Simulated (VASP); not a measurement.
Set up this calculation in VASP 6.6.1, as the native input.

| Item | Value |
| --- | --- |
| Task | single point |
| Functional | LDA |
| Potentials or basis | VASP PAW LDA potentials, release 64 (Pt) |
| Cutoff | 520 eV |
| k mesh | 22 × 22 × 22 |
| Occupations | gaussian, width 0.15 eV |
| Spin | no spin polarisation |
| Dipole correction | no |
| Further INCAR settings | ALGO = Fast; EDIFF = 1e-07; NBANDS = 11 |

The structure of Pt lies in POSCAR:

```
Pt
1.0
    0.0000000000      1.9227426955      2.1755833599
    1.9227426955      0.0000000000      2.1755833599
    1.9227426955      1.9227426955      0.0000000000
Pt
1
Direct
    0.0000000000      0.0000000000      0.0000000000
```

This cell differs from its parent crystal: volume 16.086 Å^3 an atom, c/a of the conventional cell 1.1315.

These files were run (other wordings do the same):

INCAR

```
SYSTEM = Pt
ALGO = Fast ; EDIFF = 1E-7
ENCUT = 520 ; GGA = CA
ISIF = 2 ; ISMEAR = 0
LASPH = .True. ; LCHARG = .True.
LELF = .True. ; LREAL = .False.
LVHAR = .True. ; LWAVE = .False.
NBANDS = 11 ; NELM = 100
PREC = Accurate ; SIGMA = 0.15
```

KPOINTS

```
k-points
0
Gamma
  22 22 22
  0 0 0
```

Potentials or basis: VASP PAW LDA potentials, release 64 (Pt).

The run is started by

```sh
$ cat potpaw_LDA.64/Pt/POTCAR > POTCAR
$ mpirun -np 1 vasp_std > vasp.out
```

Results of the run:

The pressure is -18.5 GPa and the band gap on the k mesh is zero (band 5 reaches 10.98 eV, above the bottom of band 6 at 8.52 eV).

Caveat: spin-orbit coupling is left out, which moves the levels of the heavy elements.

Wall time 73 s on 1 thread of Intel(R) Xeon(R) Platinum 8488C (Sapphire Rapids) (shared host), peak memory 0.25 GiB.
